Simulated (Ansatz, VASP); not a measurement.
# Two plane-wave programs on Sb

```
CELL_PARAMETERS angstrom
-1.87134 1.87134 1.87134
1.87134 -1.87134 1.87134
1.87134 1.87134 -1.87134
ATOMIC_POSITIONS crystal
Sb 0.00000 0.00000 0.00000
```

Alike in both runs: task relaxation of cell and atoms; functional PBEsol; k mesh 10 × 10 × 10; occupations fermi-dirac, width 0.05 eV; no spin polarisation.

|  | VASP | Ansatz |
| --- | --- | --- |
| version | VASP 6.6.1 | Ansatz 0.2.0 |
| potentials or method | VASP PAW PBE potentials, release 64 (Sb) | Ansatz PAW |
| plane-wave cutoff (eV) | 600 | 420 |
| valence electrons in the cell | 5 | 15 |

|  | VASP | Ansatz | Ansatz less VASP |
| --- | --- | --- | --- |
| gap on the k mesh at the Fermi level, each at its own relaxed structure (eV) | none | none | - |
| relaxed volume (Å³/atom) | 26.21 | 26.21 | 0.000 |
| relaxed cell length with the largest relative difference (Å) | 3.241 | 3.241 | 0.0000 |

VASP's potentials were made for PBE, not for PBEsol. A gap of «none» marks a metal or a gap that the smearing closes. VASP's potentials hold 5 valence electrons a cell and Ansatz's 15, so a difference there can come from the potentials and not from the codes.

Neither program's run includes spin-orbit coupling. Noted on VASP's run: the relaxation stopped at its first step, so nothing moved. Noted on Ansatz's run: the plane-wave basis is chosen anew once the cell has moved, so the energies of steps on either side of that aren't comparable.
